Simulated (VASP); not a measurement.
# NaTi2B6 (Fm-3m) in VASP: single point with PBE

Aim: the single point of NaTi2B6 with PBE.

Everything below comes from runs of VASP 6.6.1. Logs are shortened: lines on timing, memory, paths and dates and some standing lists are left out, and cuts for length are marked.

## 1. The cell of the first run

The structure is cubic, space group Fm-3m (No. 225). The conventional cell has a = 6.923 Å, b = 6.923 Å, c = 6.923 Å, α = 90.00°, β = 90.00°, γ = 90.00°. Na (site symmetry m-3m) has 6 B at 1.63 Å within 2.2 Å. Within 3.2 Å of Ti (site symmetry -43m) lie 12 B at 2.45 Å and 4 Na at 3.00 Å. B (site symmetry 4mm) has 1 Na at 1.63 Å within 2.2 Å.

## 2. Single point, PBE

Input file INCAR:

```
PREC     = Accurate       # precision mode
ENCUT    = 520            # plane-wave cutoff, eV
EDIFF    = 1E-7           # SCF threshold, eV
ISMEAR   = 0              # smearing method
SIGMA    = 0.1            # smearing width, eV
LREAL    = F              # projectors in reciprocal space
LASPH    = T              # aspherical terms in the spheres
NELM     = 100            # most SCF steps
ALGO     = Normal         # electronic algorithm
ISIF     = 2              # what is computed and relaxed
LWAVE    = F              # write WAVECAR
LCHARG   = F              # write CHGCAR
GGA      = PE             # functional
NBANDS   = 34             # bands
```

Input file KPOINTS:

```
Automatic mesh
0
Gamma
  4 4 4
```

Input file POSCAR:

```
NaTi2B6
1.0
    0.0000000000      3.4617394200      3.4617394200
    3.4617394200      0.0000000000      3.4617394200
    3.4617394200      3.4617394200      0.0000000000
Na Ti B
1 2 6
Direct
    0.0000000000      0.0000000000      0.0000000000
    0.2500000000      0.2500000000      0.2500000000
    0.7500000000      0.7500000000      0.7500000000
    0.7650354200      0.2349645800      0.2349645800
    0.2349645800      0.7650354200      0.7650354200
    0.2349645800      0.7650354200      0.2349645800
    0.7650354200      0.2349645800      0.7650354200
    0.2349645800      0.2349645800      0.7650354200
    0.7650354200      0.7650354200      0.2349645800
```

Potentials or basis: VASP PAW PBE potentials, release 64 (Na_pv, Ti_sv, B).

Run with:

```bash
$ cat potpaw_PBE.64/Na_pv/POTCAR potpaw_PBE.64/Ti_sv/POTCAR potpaw_PBE.64/B/POTCAR > POTCAR
$ mpirun -np 1 vasp_std > vasp.out
```

OUTCAR:

```text
PREC = Accurate
   ENCUT = 520
   EDIFF = 1E-7
   ISMEAR = 0
   LREAL = F
   LASPH = T
   NELM = 100
   ISIF = 2
   GGA = PE

 ion  position               nearest neighbor table
   1  0.000  0.000  0.000-   4 1.63   5 1.63   6 1.63   7 1.63   8 1.63   9 1.63
   2  0.250  0.250  0.250-   4 2.45   9 2.45   6 2.45   9 2.45   8 2.45   4 2.45   6 2.45   8 2.45
                             7 2.45   5 2.45   5 2.45   7 2.45
   3  0.750  0.750  0.750-   5 2.45   7 2.45   9 2.45   9 2.45   7 2.45   8 2.45   5 2.45   8 2.45
                             4 2.45   4 2.45   6 2.45   6 2.45
   4  0.765  0.235  0.235-   1 1.63   2 2.45   2 2.45   3 2.45   3 2.45
   5  0.235  0.765  0.765-   1 1.63   3 2.45   3 2.45   2 2.45   2 2.45
   6  0.235  0.765  0.235-   1 1.63   2 2.45   2 2.45   3 2.45   3 2.45
   7  0.765  0.235  0.765-   1 1.63   3 2.45   3 2.45   2 2.45   2 2.45
   8  0.235  0.235  0.765-   1 1.63   3 2.45   3 2.45   2 2.45   2 2.45
   9  0.765  0.765  0.235-   1 1.63   3 2.45   3 2.45   2 2.45   2 2.45

  LATTYP: Found a face centered cubic cell.
 ALAT       =     6.9234788400

  Lattice vectors:

 A1 = (   0.0000000000,   3.4617394200,   3.4617394200)
 A2 = (   3.4617394200,   0.0000000000,   3.4617394200)
 A3 = (   3.4617394200,   3.4617394200,   0.0000000000)

Analysis of symmetry for initial positions (statically):
=====================================================================
 Subroutine PRICEL returns:
 Original cell was already a primitive cell.

 Routine SETGRP: Setting up the symmetry group for a
 face centered cubic supercell.

 Subroutine GETGRP returns: Found 48 space group operations
 (whereof 48 operations were pure point group operations)
 out of a pool of 48 trial point group operations.

The static configuration has the point symmetry O_h .

Analysis of symmetry for dynamics (positions and initial velocities):
=====================================================================
 Subroutine PRICEL returns:
 Original cell was already a primitive cell.

 Routine SETGRP: Setting up the symmetry group for a
 face centered cubic supercell.

 Subroutine GETGRP returns: Found 48 space group operations
 (whereof 48 operations were pure point group operations)
 out of a pool of 48 trial point group operations.

The dynamic configuration has the point symmetry O_h .

[... 98 lines left out ...]
   NSW    =      0    number of steps for IOM
   IBRION =     -1    ionic relax: 0-MD 1-quasi-New 2-CG
   NFREE  =      0    steps in history (QN), initial steepest desc. (CG)
   ISIF   =      2    stress and relaxation
   ISYM   =      2    0-nonsym 1-usesym 2-fastsym
   POTIM  = 0.5000    time-step for ionic-motion
   TEBEG  =    0.0;   TEEND  =   0.0 temperature during run
   PSTRESS=    0.0 pullay stress
   NELECT =      49.0000    total number of electrons
   NUPDOWN=      -1.0000    fix difference up-down
   EMIN   =  10.00;   EMAX   =-10.00  energy-range for DOS
   EFERMI =   0.00;   METHOD = LEGACY
   ISMEAR =     0;   SIGMA  =   0.10  broadening in eV -4-tet -1-fermi 0-gaus
   EFERMI_NEDOS =   21; number of points for ismear=-14 and -15
   IALGO  =     38    algorithm
   IMIX   =      4    mixing-type and parameters
     AMIX     =   0.40;   BMIX     =  1.00
     AMIX_MAG =   1.60;   BMIX_MAG =  1.00
  volume/ion in A,a.u.               =       9.22        62.21
  Fermi-wavevector in a.u.,A,eV,Ry     =   1.373523  2.595581 25.668267  1.886564
  Thomas-Fermi vector in A             =   2.499032
   LORBIT       =      0    0 simple, 1 ext, 2 COOP (PROOUT), +10 PAW based schemes
   GGA     = PE    functional components
   LHFCALC =     F    Hartree Fock is set to
   AEXX    =    0.0000 exact exchange contribution
   IVDW    =     0    specifies the selected vdW correction
   LEPSILON=     F    determine dielectric tensor
   LRPA    =     F    only Hartree local field effects (RPA)
 non-spin polarized calculation
 Gauss-broadening in eV      SIGMA  =   0.10
  energy-cutoff  :      520.00
  volume of cell :       82.97
 maximum number of plane-waves:      2252
   NGX = 19   NGY = 19   NGZ = 19

 number of electron      48.9999983 magnetization

 Free energy of the ion-electron system (eV)
  ---------------------------------------------------
  ext. energy  EPLUGINS =         0.00000000
  ---------------------------------------------------
  free energy    TOTEN  =       -33.18912044 eV

  energy without entropy =      -33.14954571  energy(sigma->0) =      -33.16933308

 E-fermi :   8.5641     XC(G=0): -12.0770

 val. band max:        8.3233424455   @ k =   0.5000   0.2500   0.0000
 cond. band min:       8.5655282612   @ k =   0.5000   0.2500   0.0000
 fundamental gap:      0.2421858157
 Fermi energy:         8.5640657762

 k-point     1 :       0.0000    0.0000    0.0000
  band No.  band energies     occupation
      1     -48.8840      2.00000
      2     -48.8686      2.00000
      3     -25.1860      2.00000
      4     -25.1860      2.00000
      5     -25.1860      2.00000
      6     -25.1261      2.00000
[... 285 lines left out ...]
     33      11.2253      0.00000
     34      11.4274      0.00000

------------------------ aborting loop because EDIFF is reached ----------------------------------------

  FORCE on cell =-STRESS in cart. coord.  units (eV):
  Direction    XX          YY          ZZ          XY          YZ          ZX
  --------------------------------------------------------------------------------------
  -------------------------------------------------------------------------------------
  Total       20.1126383     20.1126383     20.1126383     -0.0000000      0.0000000      0.0000000
  in kB      388.3886325    388.3886325    388.3886325     -0.0000000      0.0000000      0.0000000
  external PRESSURE =     388.3886325 kB  Pullay stress =       0.0000000 kB

 VOLUME and BASIS-vectors are now :
 -----------------------------------------------------------------------------
  energy-cutoff  :      520.00
  volume of cell :       82.97
      direct lattice vectors                 reciprocal lattice vectors
     0.000000000  3.461739420  3.461739420    -0.144436059  0.144436059  0.144436059
     3.461739420  0.000000000  3.461739420     0.144436059 -0.144436059  0.144436059
     3.461739420  3.461739420  0.000000000     0.144436059  0.144436059 -0.144436059

 POSITION                                       TOTAL-FORCE (eV/Angst)
 -----------------------------------------------------------------------------------
      0.00000      0.00000      0.00000         0.000000      0.000000      0.000000
      1.73087      1.73087      1.73087         0.000000     -0.000000     -0.000000
      5.19261      5.19261      5.19261         0.000000      0.000000     -0.000000
      1.62677      3.46174      3.46174        10.390690      0.000000      0.000000
      5.29671      3.46174      3.46174       -10.390690      0.000000      0.000000
      3.46174      1.62677      3.46174         0.000000     10.390690      0.000000
      3.46174      5.29671      3.46174         0.000000    -10.390690      0.000000
      3.46174      3.46174      1.62677         0.000000      0.000000     10.390690
      3.46174      3.46174      5.29671         0.000000      0.000000    -10.390690
 -----------------------------------------------------------------------------------
    total drift:                                0.000000      0.000000      0.000000

  FREE ENERGIE OF THE ION-ELECTRON SYSTEM (eV)
  ---------------------------------------------------
  free  energy   TOTEN  =       -33.1891204443 eV

  energy  without entropy=      -33.1495457149  energy(sigma->0) =      -33.16933308
```

OSZICAR:

```text
N       E                     dE             d eps       ncg     rms          rms(c)
DAV:   1     0.535649724898E+03    0.53565E+03   -0.22834E+04   544   0.169E+03
DAV:   2     0.216488499309E+02   -0.51400E+03   -0.49534E+03   544   0.485E+02
DAV:   3    -0.374707009608E+02   -0.59120E+02   -0.57403E+02   858   0.146E+02
DAV:   4    -0.421420801807E+02   -0.46714E+01   -0.46346E+01   824   0.341E+01
DAV:   5    -0.423877753565E+02   -0.24570E+00   -0.24554E+00   752   0.613E+00    0.215E+01
DAV:   6    -0.341887909487E+02    0.81990E+01   -0.62299E+01   766   0.590E+01    0.998E+00
DAV:   7    -0.338203203050E+02    0.36847E+00   -0.27102E+01   776   0.305E+01    0.662E+00
DAV:   8    -0.332861412858E+02    0.53418E+00   -0.45058E+00   732   0.138E+01    0.258E+00
DAV:   9    -0.331874213882E+02    0.98720E-01   -0.80493E-01   804   0.611E+00    0.483E-01
DAV:  10    -0.331894738575E+02   -0.20525E-02   -0.26725E-02   764   0.117E+00    0.347E-01
DAV:  11    -0.331893241181E+02    0.14974E-03   -0.76172E-03   806   0.740E-01    0.160E-01
DAV:  12    -0.331891592706E+02    0.16485E-03   -0.10026E-03   760   0.238E-01    0.500E-02
DAV:  13    -0.331891306815E+02    0.28589E-04   -0.64614E-05   792   0.503E-02    0.252E-02
DAV:  14    -0.331891202751E+02    0.10406E-04   -0.54974E-05   768   0.422E-02    0.474E-03
DAV:  15    -0.331891203842E+02   -0.10913E-06   -0.34721E-06   678   0.150E-02    0.184E-03
DAV:  16    -0.331891204443E+02   -0.60152E-07   -0.86090E-08   464   0.270E-03
   1 F= -.33189120E+02 E0= -.33169333E+02  d E =-.395747E-01
```

Wall time 63 s (1 thread of Intel Xeon 6975P-C, shared host); peak memory 0.21 GiB.

Results:

```
Free energy   : -33.1891 eV
Pressure      : 38.8 GPa
Largest force : 10.391 eV/Å
```

Forces in eV/Å, atoms in the order of the input:
```
Na    0.000   0.000   0.000
Ti    0.000   0.000   0.000
Ti    0.000   0.000   0.000
B    10.391   0.000   0.000
B   -10.391   0.000   0.000
B     0.000  10.391   0.000
B     0.000 -10.391   0.000
B     0.000   0.000  10.391
B     0.000   0.000 -10.391
```

Levels at points of the mesh, in eV from the Fermi level:
| k point | band 20 | band 21 | band 22 | band 23 | band 24 | band 25 | band 26 | band 27 | band 28 | band 29 |
| --- | --- | --- | --- | --- | --- | --- | --- | --- | --- | --- |
| (0.00, 0.00, 0.00) | -4.52 | -4.52 | -3.01 | -3.01 | -3.01 | 0.65 | 0.65 | 0.65 | 1.64 | 1.64 |
| (0.50, 0.00, 0.00) | -3.62 | -3.62 | -2.60 | -2.60 | 0.37 | 0.64 | 0.64 | 1.03 | 1.07 | 1.07 |
| (0.50, 0.50, 0.00) | -3.12 | -3.06 | -3.06 | -1.63 | 0.15 | 0.15 | 0.73 | 0.79 | 0.80 | 1.24 |

Caveat: the k points lie up to 0.39 Å⁻¹ apart; forces of over 1 eV/Å act on the atoms, so gaps and moduli don't describe the material at rest.
